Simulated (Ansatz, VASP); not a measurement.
# B2C: VASP beside Ansatz

Contents of INCAR:

```
SYSTEM = B2C
PREC     = Accurate       ! precision mode
ENCUT    = 600            ! plane-wave cutoff, eV
EDIFF    = 1E-6           ! SCF threshold, eV
ISMEAR   = 0              ! smearing method
SIGMA    = 0.1            ! smearing width, eV
LREAL    = .FALSE.        ! projectors in reciprocal space
LASPH    = .TRUE.         ! aspherical terms in the spheres
NELM     = 120            ! most SCF steps
ALGO     = Normal         ! electronic algorithm
ISIF     = 2              ! what is computed and relaxed
LWAVE    = .FALSE.        ! write WAVECAR
LCHARG   = .FALSE.        ! write CHGCAR
GGA      = PE             ! functional
NBANDS   = 12             ! bands
GGA_COMPAT= .FALSE.
```

Contents of KPOINTS:

```
regular mesh
0
G
  6 6 6
  0 0 0
```

File POSCAR:

```
B2C
1.0
    2.6244497575      0.0000000000      0.0000000000
   -1.3122248787      2.2728401609      0.0000000000
    0.0000000000      0.0000000000      3.3288020710
B C
2 1
Direct
    0.0000000000      0.0000000000      0.7452180371
    0.0000000000      0.0000000000      0.2547819629
    0.3333333333      0.6666666667      0.5000000000
```

Input for Ansatz:

```yaml
crystal:
  lattice:
    - [2.6244497575, 0.0, 0.0]
    - [-1.3122248787, 2.2728401609, 0.0]
    - [0.0, 0.0, 3.328802071]
  atoms:
    - { symbol: B, position: [0.0, 0.0, 0.7452180371] }
    - { symbol: B, position: [0.0, 0.0, 0.2547819629] }
    - { symbol: C, position: [0.3333333333, 0.6666666667, 0.5] }
basis:
  ecutwfc: 420
kpoints:
  mp_grid: { grid: [6, 6, 6] }
hamiltonian:
  xc: pbe
scf:
  occupations: { method: gaussian, width: 0.1 }
  lower_state_search: "off"
output:
  forces: true
  stress: true
  eigenvalues: true
```

Alike in both runs: task single point; functional PBE; k mesh 6 × 6 × 6; occupations gaussian, width 0.1 eV; no spin polarisation.

|  | VASP | Ansatz |
| --- | --- | --- |
| version | VASP 6.6.1 | Ansatz 0.2.0 |
| potentials or method | VASP PAW PBE potentials, release 64 (B, C), cutoff 600 eV | scalar-relativistic, plane waves, PAW |
| valence electrons in the cell | 10 | 10 |

|  | VASP | Ansatz | Ansatz less VASP |
| --- | --- | --- | --- |
| gap on the k mesh at the Fermi level (eV) | none | none | - |
| pressure (GPa) | 0.4 | 0.4 | +0.06 |
| traceless stress, the component that is largest in VASP (GPa) | 3.23 | 3.28 | +0.042 |
| rms of the force components (eV/Å) | 0.013 | 0.022 | +0.0089 |

Atom by atom the forces differ by 0.009 eV/Å (rms over components). A gap of «none» marks a metal or a gap that the smearing closes.

The k mesh is coarse, so the values compare programs but aren't converged.
